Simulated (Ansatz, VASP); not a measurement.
# One calculation of CdTe, two programs

```
Te Cd
1.0
     4.58866    0.00000    0.00000
    -2.29433    3.97389    0.00000
     0.00000    0.00000   15.42990
Te Cd
3 3
Direct
  0.00000 0.00000 0.22683
  0.33333 0.66667 0.46965
  0.66667 0.33333 0.71246
  0.33333 0.66667 0.28754
  0.66667 0.33333 0.53035
  0.00000 0.00000 0.77317
```

Alike in both runs: task single point; functional PBEsol; k mesh 6 × 6 × 1; occupations gaussian, width 0.05 eV; no spin polarisation.

|  | VASP | Ansatz |
| --- | --- | --- |
| version | VASP 6.6.1 | Ansatz 0.2.0 |
| potentials or method | VASP PAW PBE potentials, release 64 (Te, Cd), cutoff 520 eV | scalar-relativistic, plane waves, PAW |
| valence electrons in the cell | 54 | 108 |

|  | VASP | Ansatz | Ansatz less VASP |
| --- | --- | --- | --- |
| gap on the k mesh at the Fermi level (eV) | none | none | - |
| rms of the force components (eV/Å) | 0.331 | 0.334 | +0.0025 |

VASP's potentials were made for PBE, not for PBEsol. A gap of «none» marks a metal or a gap that the smearing closes. The functional is the same, so the differences come from potentials, cutoffs and numerics. VASP's potentials hold 54 valence electrons a cell and Ansatz's 108, so a difference there can come from the potentials and not from the codes. Ansatz's warnings: vacuum density over bound.

Spin-orbit coupling is off throughout.
